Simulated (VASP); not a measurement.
# Se (P3_121) in VASP: notebook

Runs on Se. Level: r2SCAN. Tasks: single point.

Everything below comes from runs of VASP 6.6.1. Logs are shortened: lines on timing, memory, paths and dates and some standing lists are left out, and cuts for length are marked.

## (1) The cell of the first run

The structure is trigonal, space group P3_121 (No. 152). The conventional cell has a = 4.548 Å, b = 4.548 Å, c = 4.962 Å, α = 90.00°, β = 90.00°, γ = 120.00°. Se (site symmetry 2) has 2 Se at 2.38 Å within 3.1 Å.

## (2) Single point, r2SCAN (in-plane strain +0.01)

POSCAR reads:

```
Se
1.0
    4.5482246969      0.0000000000      0.0000000000
   -2.2741123485      3.9388781297      0.0000000000
    0.0000000000      0.0000000000      4.9621776949
Se
3
Direct
    0.2172114877      0.0000000000      0.3333333333
    0.0000000000      0.2172114877      0.6666666667
    0.7827885123      0.7827885123      0.0000000000
```

INCAR.step1 reads:

```
SYSTEM = Se
ALGO     = Normal         ! electronic algorithm
EDIFF    = 1E-5           ! SCF threshold, eV
ENCUT    = 550            ! plane-wave cutoff, eV
GGA      = PE             ! functional
GGA_COMPAT= .False.      
ISMEAR   = 0              ! smearing method
LASPH    = .True.         ! aspherical terms in the spheres
LCHARG   = .False.        ! write CHGCAR
LREAL    = .False.        ! projectors in reciprocal space
LWAVE    = .True.         ! write WAVECAR
NBANDS   = 16             ! bands
NELM     = 120            ! most SCF steps
PREC     = Accurate       ! precision mode
SIGMA    = 0.01           ! smearing width, eV
```

INCAR.step2 reads:

```
SYSTEM = Se
ALGO     = Normal         ! electronic algorithm
EDIFF    = 1E-6           ! SCF threshold, eV
ENCUT    = 550            ! plane-wave cutoff, eV
GGA_COMPAT= .False.      
ISIF     = 2              ! what is computed and relaxed
ISMEAR   = 0              ! smearing method
ISTART   = 1            
LASPH    = .True.         ! aspherical terms in the spheres
LCHARG   = .False.        ! write CHGCAR
LMIXTAU  = .True.       
LREAL    = .False.        ! projectors in reciprocal space
LWAVE    = .False.        ! write WAVECAR
METAGGA  = R2SCAN         ! meta-GGA
NBANDS   = 16             ! bands
NELM     = 120            ! most SCF steps
PREC     = Accurate       ! precision mode
SIGMA    = 0.01           ! smearing width, eV
```

KPOINTS reads:

```
k-points
0
Gamma
  6 6 4
  0 0 0
```

Potentials or basis: VASP PAW PBE potentials, release 64 (Se).

On the command line:

```sh
$ cat potpaw_PBE.64/Se/POTCAR > POTCAR
$ cp INCAR.step1 INCAR
$ mpirun -np 1 vasp_std > vasp.out
$ cp INCAR.step2 INCAR
$ mpirun -np 1 vasp_std > vasp.out
```

OUTCAR:

```text
SYSTEM = Se
   EDIFF = 1E-6
   ENCUT = 550
   ISIF = 2
   ISMEAR = 0
   ISTART = 1
   LASPH = .True.
   LREAL = .False.
   METAGGA = R2SCAN
   NELM = 120
   PREC = Accurate

 ion  position               nearest neighbor table
   1  0.217  0.000  0.333-   3 2.38   2 2.38
   2  0.000  0.217  0.667-   3 2.38   1 2.38
   3  0.783  0.783  0.000-   1 2.38   2 2.38

  LATTYP: Found a hexagonal cell.
 ALAT       =     4.5482246969
 C/A-ratio  =     1.0910141925

  Lattice vectors:

 A1 = (   4.5482246969,   0.0000000000,   0.0000000000)
 A2 = (  -2.2741123485,   3.9388781297,   0.0000000000)
 A3 = (   0.0000000000,   0.0000000000,   4.9621776949)

Analysis of symmetry for initial positions (statically):
=====================================================================
 Subroutine PRICEL returns:
 Original cell was already a primitive cell.

 Routine SETGRP: Setting up the symmetry group for a
 hexagonal supercell.

 Subroutine GETGRP returns: Found  6 space group operations
 (whereof  2 operations were pure point group operations)
 out of a pool of 24 trial point group operations.

The static configuration has the point symmetry C_2 .
 The point group associated with its full space group is D_3 .

Analysis of symmetry for dynamics (positions and initial velocities):
=====================================================================
 Subroutine PRICEL returns:
 Original cell was already a primitive cell.

 Routine SETGRP: Setting up the symmetry group for a
 hexagonal supercell.

 Subroutine GETGRP returns: Found  6 space group operations
 (whereof  2 operations were pure point group operations)
 out of a pool of 24 trial point group operations.

The dynamic configuration has the point symmetry C_2 .
 The point group associated with its full space group is D_3 .

 Subroutine INISYM returns: Found  6 space group operations
 (whereof  2 operations are pure point group operations),
 and found     1 'primitive' translations

----------------------------------------------------------------------------------------

                                     Primitive cell

  volume of cell :      88.8969

  direct lattice vectors                    reciprocal lattice vectors
     4.548224697  0.000000000  0.000000000     0.219866006  0.126939698  0.000000000
    -2.274112349  3.938878130  0.000000000     0.000000000  0.253879396  0.000000000
     0.000000000  0.000000000  4.962177695     0.000000000  0.000000000  0.201524424

  length of vectors
     4.548224697  4.548224697  4.962177695     0.253879396  0.253879396  0.201524424

  position of ions in fractional coordinates (direct lattice)
     0.217211488  0.000000000  0.333333333
     0.000000000  0.217211488  0.666666667
     0.782788512  0.782788512  0.000000000

  ion indices of the primitive-cell ions
   primitive index   ion index
                 1           1
                 2           2
                 3           3

----------------------------------------------------------------------------------------

 KPOINTS: k-points

Automatic generation of k-mesh.
 Grid dimensions read from file:
 generate k-points for:    6    6    4

 Generating k-lattice:

  Cartesian coordinates                     Fractional coordinates (reciprocal lattice)
     0.036644334  0.021156616  0.000000000     0.166666667 -0.000000000  0.000000000
     0.000000000  0.042313233  0.000000000     0.000000000  0.166666667  0.000000000
     0.000000000  0.000000000  0.050381106     0.000000000  0.000000000  0.250000000

  Length of vectors
     0.042313233  0.042313233  0.050381106

  Shift w.r.t. Gamma in fractional coordinates (k-lattice)
     0.000000000  0.000000000  0.000000000

 Subroutine IBZKPT returns following result:
 ===========================================

 Found     24 irreducible k-points:

 Following reciprocal coordinates:
            Coordinates               Weight
  0.000000  0.000000  0.000000      1.000000
  0.166667  0.000000  0.000000      6.000000
  0.333333  0.000000  0.000000      6.000000
  0.500000  0.000000  0.000000      3.000000
  0.166667  0.166667  0.000000      6.000000
  0.333333  0.166667  0.000000     12.000000
[... 16 lines left out ...]
  0.333333  0.166667  0.500000     12.000000
  0.333333  0.333333  0.500000      2.000000
   k-points           NKPTS =     24   k-points in BZ     NKDIM =     24   number of bands    NBANDS=     16
   number of dos      NEDOS =    301   number of ions     NIONS =      3
   total plane-waves  NPLWV =  51840
   dimension x,y,z NGX =    36 NGY =   36 NGZ =   40
   dimension x,y,z NGXF=    72 NGYF=   72 NGZF=   80
   ions per type =               3
   NGX,Y,Z   is equivalent  to a cutoff of  13.16, 13.16, 13.40 a.u.
   NGXF,Y,Z  is equivalent  to a cutoff of  26.32, 26.32, 26.80 a.u.
 SYSTEM =  Se
   PREC   = accura    normal or accurate (medium, high low for compatibility)
   ISTART =      1    job   : 0-new  1-cont  2-samecut
   ICHARG =      0    charge: 1-file 2-atom 10-const
   ISPIN  =      1    spin polarized calculation?
   LNONCOLLINEAR =      F non collinear calculations
   LSORBIT =      F    spin-orbit coupling
   LASPH  =      T    aspherical Exc in radial PAW
   ENCUT  =  550.0 eV  40.42 Ry    6.36 a.u.   8.70  8.70  9.49*2*pi/ulx,y,z
   NELM   =    120;   NELMIN=  2; NELMDL=  0     # of ELM steps
   EDIFF  = 0.1E-05   stopping-criterion for ELM
   LREAL  =      F    real-space projection
   EDIFFG = 0.1E-04   stopping-criterion for IOM
   NSW    =      0    number of steps for IOM
   IBRION =     -1    ionic relax: 0-MD 1-quasi-New 2-CG
   NFREE  =      0    steps in history (QN), initial steepest desc. (CG)
   ISIF   =      2    stress and relaxation
   ISYM   =      2    0-nonsym 1-usesym 2-fastsym
   POTIM  = 0.5000    time-step for ionic-motion
   TEBEG  =    0.0;   TEEND  =   0.0 temperature during run
   PSTRESS=    0.0 pullay stress
   NELECT =      18.0000    total number of electrons
   NUPDOWN=      -1.0000    fix difference up-down
   EMIN   =  10.00;   EMAX   =-10.00  energy-range for DOS
   EFERMI =   0.00;   METHOD = LEGACY
   ISMEAR =     0;   SIGMA  =   0.01  broadening in eV -4-tet -1-fermi 0-gaus
   EFERMI_NEDOS =   21; number of points for ismear=-14 and -15
   IALGO  =     38    algorithm
   IMIX   =      4    mixing-type and parameters
     AMIX     =   0.40;   BMIX     =  1.00
     AMIX_MAG =   1.60;   BMIX_MAG =  1.00
  volume/ion in A,a.u.               =      29.63       199.97
  Fermi-wavevector in a.u.,A,eV,Ry     =   0.961325  1.816640 12.573757  0.924145
  Thomas-Fermi vector in A             =   2.090687
   LORBIT       =      0    0 simple, 1 ext, 2 COOP (PROOUT), +10 PAW based schemes
   METAGGA = R2SCAN    functional components
   LHFCALC =     F    Hartree Fock is set to
   AEXX    =    0.0000 exact exchange contribution
   IVDW    =     0    specifies the selected vdW correction
   LEPSILON=     F    determine dielectric tensor
   LRPA    =     F    only Hartree local field effects (RPA)
 non-spin polarized calculation
 Gauss-broadening in eV      SIGMA  =   0.01
  energy-cutoff  :      550.00
  volume of cell :       88.90
 maximum number of plane-waves:      2634
 NGX is ok and might be reduce to    36
   NGX = 17   NGY = 17   NGZ = 19

 number of electron      18.0000000 magnetization

 Free energy of the ion-electron system (eV)
  ---------------------------------------------------
  ext. energy  EPLUGINS =         0.00000000
  ---------------------------------------------------
  free energy    TOTEN  =       -42.92526668 eV

  energy without entropy =      -42.92526668  energy(sigma->0) =      -42.92526668

 E-fermi :   1.7061     XC(G=0):  -8.8548

 val. band max:        1.6273236690   @ k =   0.5000   0.0000   0.5000
 cond. band min:       3.0363445157   @ k =   0.3333   0.3333   0.5000
 fundamental gap:      1.4090208467
 Fermi energy:         1.7061087027

 k-point     1 :       0.0000    0.0000    0.0000
  band No.  band energies     occupation
      1     -14.5403      2.00000
      2     -10.3633      2.00000
      3     -10.3633      2.00000
      4      -2.3486      2.00000
      5      -2.3486      2.00000
      6      -2.0297      2.00000
[... 8 lines left out ...]
     15       8.6968      0.00000
     16      10.5814      0.00000

 k-point     2 :       0.1667    0.0000    0.0000
  band No.  band energies     occupation
      1     -14.4613      2.00000
      2     -10.4492      2.00000
      3     -10.3610      2.00000
      4      -2.8164      2.00000
      5      -2.5717      2.00000
      6      -1.8822      2.00000
[... 8 lines left out ...]
     15       9.3675      0.00000
     16      10.6283      0.00000

 k-point     3 :       0.3333    0.0000    0.0000
  band No.  band energies     occupation
      1     -14.2879      2.00000
      2     -10.6485      2.00000
      3     -10.3558      2.00000
      4      -3.2476      2.00000
      5      -2.8761      2.00000
      6      -1.7983      2.00000
[... 8 lines left out ...]
     15      10.5886      0.00000
     16      11.5378      0.00000

 k-point     4 :       0.5000    0.0000    0.0000
  band No.  band energies     occupation
      1     -14.1917      2.00000
      2     -10.7637      2.00000
      3     -10.3530      2.00000
      4      -3.3603      2.00000
      5      -3.0046      2.00000
      6      -1.6401      2.00000
[... 8 lines left out ...]
     15      11.4634      0.00000
     16      11.6018      0.00000

 k-point     5 :       0.1667    0.1667    0.0000
  band No.  band energies     occupation
      1     -14.3338      2.00000
      2     -10.5679      2.00000
      3     -10.3853      2.00000
      4      -3.1090      2.00000
      5      -2.9128      2.00000
      6      -1.7243      2.00000
[... 8 lines left out ...]
     15      10.0442      0.00000
     16      11.0066      0.00000

 k-point     6 :       0.3333    0.1667    0.0000
  band No.  band energies     occupation
      1     -14.1933      2.00000
      2     -10.6932      2.00000
      3     -10.4277      2.00000
      4      -3.2950      2.00000
      5      -3.0938      2.00000
      6      -1.5176      2.00000
[... 8 lines left out ...]
     15      10.9115      0.00000
     16      11.5058      0.00000
[... 267 lines left out ...]
 k-point    21 :       0.5000    0.0000    0.5000
  band No.  band energies     occupation
      1     -13.1479      2.00000
      2     -13.0375      2.00000
      3      -8.9957      2.00000
      4      -4.1319      2.00000
      5      -2.7741      2.00000
      6      -2.5762      2.00000
[... 8 lines left out ...]
     15      10.8973      0.00000
     16      11.0547      0.00000

 k-point    22 :       0.1667    0.1667    0.5000
  band No.  band energies     occupation
      1     -13.2214      2.00000
      2     -13.1728      2.00000
      3      -8.6858      2.00000
      4      -3.7886      2.00000
      5      -2.5353      2.00000
      6      -2.4580      2.00000
[... 8 lines left out ...]
     15      10.2831      0.00000
     16      10.6505      0.00000

 k-point    23 :       0.3333    0.1667    0.5000
  band No.  band energies     occupation
      1     -13.1300      2.00000
      2     -13.0578      2.00000
      3      -8.9821      2.00000
      4      -4.0477      2.00000
      5      -2.9087      2.00000
      6      -2.7915      2.00000
[... 8 lines left out ...]
     15      10.4417      0.00000
     16      11.2805      0.00000

 k-point    24 :       0.3333    0.3333    0.5000
  band No.  band energies     occupation
      1     -13.0589      2.00000
      2     -13.0589      2.00000
      3      -9.0680      2.00000
      4      -4.0545      2.00000
      5      -3.0899      2.00000
      6      -3.0899      2.00000
[... 8 lines left out ...]
     15      10.7292      0.00000
     16      10.7293      0.00000

------------------------ aborting loop because EDIFF is reached ----------------------------------------

  FORCE on cell =-STRESS in cart. coord.  units (eV):
  Direction    XX          YY          ZZ          XY          YZ          ZX
  --------------------------------------------------------------------------------------
  -------------------------------------------------------------------------------------
  Total       -0.2620798     -0.2620798     -0.1439480      0.0000000      0.0000000     -0.0000000
  in kB       -4.7234291     -4.7234291     -2.5943548      0.0000000      0.0000000     -0.0000000
  external PRESSURE =      -4.0137377 kB  Pullay stress =       0.0000000 kB

 VOLUME and BASIS-vectors are now :
 -----------------------------------------------------------------------------
  energy-cutoff  :      550.00
  volume of cell :       88.90
      direct lattice vectors                 reciprocal lattice vectors
     4.548224697  0.000000000  0.000000000     0.219866006  0.126939698  0.000000000
    -2.274112349  3.938878130  0.000000000     0.000000000  0.253879396  0.000000000
     0.000000000  0.000000000  4.962177695     0.000000000  0.000000000  0.201524424

 POSITION                                       TOTAL-FORCE (eV/Angst)
 -----------------------------------------------------------------------------------
      0.98793      0.00000      1.65406        -0.118637     -0.000000     -0.000000
     -0.49396      0.85557      3.30812         0.059318     -0.102742      0.000000
      1.78015      3.08331      0.00000         0.059318      0.102742     -0.000000
 -----------------------------------------------------------------------------------
    total drift:                                0.000000      0.000001     -0.000000

  FREE ENERGIE OF THE ION-ELECTRON SYSTEM (eV)
  ---------------------------------------------------
  free  energy   TOTEN  =       -42.9252666802 eV

  energy  without entropy=      -42.9252666802  energy(sigma->0) =      -42.92526668
```

It took 2.3 min on 1 thread of Intel Xeon 8259CL, shared host; peak memory 0.23 GiB.

Results:

```yaml
Free_energy: -42.9253 eV
Pressure: -0.4 GPa
Largest_force: 0.119 eV/Å
Band_gap_on_the_k_mesh: 1.41 eV (least direct gap 1.70 eV)
```

Forces in eV/Å, atoms in the order of the input:
```
Se  -0.119  0.000  0.000
Se   0.059 -0.103  0.000
Se   0.059  0.103  0.000
```

Levels at points of the mesh, in eV from the valence-band top:
```
           k point  band 7  band 8  band 9  band 10  band 11  band 12
(0.00, 0.00, 0.00)   -2.05   -2.05   -0.39     2.27     2.27     2.53
(0.50, 0.00, 0.00)   -2.67   -1.85   -0.94     2.32     2.74     4.16
(0.00, 0.00, 0.50)   -1.45   -1.45   -1.01     1.61     1.61     1.61
(0.50, 0.00, 0.50)   -1.63   -1.15    0.00     1.89     2.84     3.28
```

Caveat: the cell differs from its parent crystal (in-plane strain +0.01); the PAW data sets were made with another functional, which shifts forces and pressure a little. A k mesh can miss the band edges.

## (3) Single point, r2SCAN (film at in-plane strain +0.01)

POSCAR reads:

```
Se
1.0
    4.5482246969      0.0000000000      0.0000000000
   -2.2741123485      3.9388781297      0.0000000000
    0.0000000000      0.0000000000      4.9761770836
Se
3
Direct
    0.2153192120      0.0000000000      0.3333333333
    0.0000000000      0.2153192120      0.6666666667
    0.7846807880      0.7846807880      0.0000000000
```

INCAR.step1 reads:

```
SYSTEM = Se
ALGO = Normal
EDIFF = 1E-5
ENCUT = 550
GGA = PE
GGA_COMPAT = .FALSE.
ISMEAR = 0
LASPH = .TRUE.
LCHARG = .FALSE.
LREAL = .FALSE.
LWAVE = .TRUE.
NBANDS = 16
NELM = 120
PREC = Accurate
SIGMA = 0.01
```

INCAR.step2 reads:

```
SYSTEM = Se
ALGO = Normal
EDIFF = 1E-6
ENCUT = 550
GGA_COMPAT = .FALSE.
ISIF = 2
ISMEAR = 0
ISTART = 1
LASPH = .TRUE.
LCHARG = .FALSE.
LMIXTAU = .TRUE.
LREAL = .FALSE.
LWAVE = .FALSE.
METAGGA = R2SCAN
NBANDS = 16
NELM = 120
PREC = Accurate
SIGMA = 0.01
```

KPOINTS reads:

```
k-points
0
G
  6 6 4
  0 0 0
```

Potentials or basis: VASP PAW PBE potentials, release 64 (Se).

On the command line:

```sh
$ cat potpaw_PBE.64/Se/POTCAR > POTCAR
$ cp INCAR.step1 INCAR
$ mpirun -np 1 vasp_std > vasp.out
$ cp INCAR.step2 INCAR
$ mpirun -np 1 vasp_std > vasp.out
```

It took 2.2 min on 1 thread of Intel Xeon 8259CL, shared host; peak memory 0.23 GiB.

The run converged. Its results:

| Item | Value |
| --- | --- |
| Free energy | -42.9266 eV |
| Pressure | -0.1 GPa |
| Band gap on the k mesh | 1.38 eV (least direct gap 1.66 eV) |

Stress tensor (GPa, compression positive):
```
-0.15  0.00  0.00
 0.00 -0.15  0.00
 0.00  0.00 -0.05
```

Levels at points of the mesh, in eV from the valence-band top:
| k point | band 6 | band 7 | band 8 | band 9 | band 10 | band 11 | band 12 | band 13 |
| --- | --- | --- | --- | --- | --- | --- | --- | --- |
| (0.00, 0.00, 0.00) | -3.63 | -2.06 | -2.06 | -0.39 | 2.30 | 2.30 | 2.61 | 6.40 |
| (0.50, 0.00, 0.00) | -3.25 | -2.68 | -1.87 | -0.94 | 2.35 | 2.80 | 4.19 | 6.12 |
| (0.00, 0.00, 0.50) | -3.49 | -1.43 | -1.43 | -1.03 | 1.60 | 1.67 | 1.67 | 7.07 |
| (0.50, 0.00, 0.50) | -4.20 | -1.60 | -1.16 | 0.00 | 1.85 | 2.88 | 3.31 | 6.74 |

Caveat: the cell differs from its parent crystal (film at in-plane strain +0.01); the PAW data sets were made with another functional, which shifts forces and pressure a little. A k mesh can miss the band edges.

[end of part 1 of 2]
